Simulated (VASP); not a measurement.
Wanted: the native input for a VASP 6.6.1 run.

```yaml
Task: single point
Functional: PBE
Potentials_or_basis: VASP PAW PBE potentials, release 64 (Zn, Se)
Cutoff: 520 eV
k_mesh: 13 × 13 × 13
Occupations: fermi-dirac, width 0.02 eV
Spin: no spin polarisation
Dipole_correction: no
Further_INCAR_settings: ALGO = Normal; EDIFF = 1e-07; NBANDS = 16
```

The structure of ZnSe (Stilleite) lies in POSCAR:

```
ZnSe
1.0
    0.0000000000      2.8338000000      2.8904760000
    2.8338000000      0.0000000000      2.8904760000
    2.8338000000      2.8338000000      0.0000000000
Zn Se
1 1
Direct
    0.0000000000      0.0000000000      0.0000000000
    0.2500000000      0.2500000000      0.2500000000
```

This cell differs from its parent crystal: z stretched by +2 %, then relaxed in part.

These files were run (other wordings do the same):

INCAR

```
SYSTEM = ZnSe
ALGO = Normal
EDIFF = 1E-7
ENCUT = 520
GGA = PE
ISIF = 2
ISMEAR = -1
LASPH = .True.
LCHARG = .False.
LREAL = .False.
LWAVE = .False.
NBANDS = 16
NELM = 80
PREC = Accurate
SIGMA = 0.02
```

KPOINTS

```
k-points
0
Gamma
  13 13 13
  0 0 0
```

Potentials or basis: VASP PAW PBE potentials, release 64 (Zn, Se).

Command:

```console
$ cat potpaw_PBE.64/Zn/POTCAR potpaw_PBE.64/Se/POTCAR > POTCAR
$ mpirun -np 1 vasp_std > vasp.out
```

Results of the run:

```json
{
  "Pressure": "1.1 GPa",
  "Band gap on the k mesh": "1.19 eV, direct"
}
```

Caveat: the cell differs from its parent crystal (z stretched by +2 %, then relaxed in part).

Run time: 67 s on 1 thread of Intel(R) Xeon(R) 6975P-C (Granite Rapids), on a shared host, peak memory 0.28 GiB.
